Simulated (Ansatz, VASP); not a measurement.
# Two plane-wave programs on Ti

```
Ti
1.0
     2.95000    0.00000   -0.02950
    -1.47500    2.55477    0.01475
    -0.04686    0.00000    4.68600
Ti
2
Direct
  0.33333 0.66667 0.25000
  0.66667 0.33333 0.75000
```

Change from the starting cell: strain -0.0200 x Voigt [0, 0, 0, 0, 1, 0], atoms carried along.

Alike in both runs: task single point; functional PBE; k mesh 18 × 18 × 10; occupations gaussian, width 0.15 eV; no spin polarisation.

|  | VASP | Ansatz |
| --- | --- | --- |
| version | VASP 6.6.1 | Ansatz 0.2.0 |
| potentials or method | VASP PAW PBE potentials, release 64 (Ti_sv), cutoff 520 eV | scalar-relativistic, plane waves, PAW |
| valence electrons in the cell | 24 | 24 |

```csv
,VASP,Ansatz,Ansatz less VASP
gap on the k mesh at the Fermi level (eV),none,none,-
pressure (GPa),-2.1,-1.6,+0.50
"traceless stress, the component that is largest in VASP (GPa)",0.83,0.83,+0.004
```

A gap of «none» marks a metal or a gap that the smearing closes. The functional is the same, so the differences come from potentials, cutoffs and numerics.
